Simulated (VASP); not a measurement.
A run of VASP 6.6.1:

Contents of POSCAR:

```
Zn
1.0
   -1.5735255166      1.5735255166      1.5735255166
    1.5735255166     -1.5735255166      1.5735255166
    1.5735255166      1.5735255166     -1.5735255166
Zn
1
Direct
    0.0000000000      0.0000000000      0.0000000000
```

File INCAR.step1:

```
SYSTEM = Zn
ALGO = Normal ; EDIFF = 1E-4
ENCUT = 520 ; GGA = PE
ISMEAR = -1 ; LASPH = .True.
LCHARG = .False. ; LREAL = .False.
LWAVE = .True. ; NBANDS = 12
NELM = 100 ; PREC = Accurate
SIGMA = 0.1
```

Contents of INCAR.step2:

```
SYSTEM = Zn
ALGO = Normal ; EDIFF = 1E-6
ENCUT = 520 ; ISIF = 2
ISMEAR = -1 ; ISTART = 1
LASPH = .True. ; LCHARG = .False.
LMIXTAU = .True. ; LREAL = .False.
LWAVE = .False. ; METAGGA = R2SCAN
NBANDS = 12 ; NELM = 100
PREC = Accurate ; SIGMA = 0.1
```

File KPOINTS:

```
k-points
0
Gamma
  16 16 16
  0 0 0
```

Potentials or basis: VASP PAW PBE potentials, release 64 (Zn).

Launch:

```console
$ cat potpaw_PBE.64/Zn/POTCAR > POTCAR
$ cp INCAR.step1 INCAR
$ mpirun -np 1 vasp_std > vasp.out
$ cp INCAR.step2 INCAR
$ mpirun -np 1 vasp_std > vasp.out
```

Hardware: 1 thread of Intel Xeon 6975P-C, on a shared host.

Problem. How long does it take, and how much memory?

Solution. It took 60 s on 1 thread of Intel Xeon 6975P-C, with other jobs on the host, peak memory 0.14 GiB. Counts: k points 145.
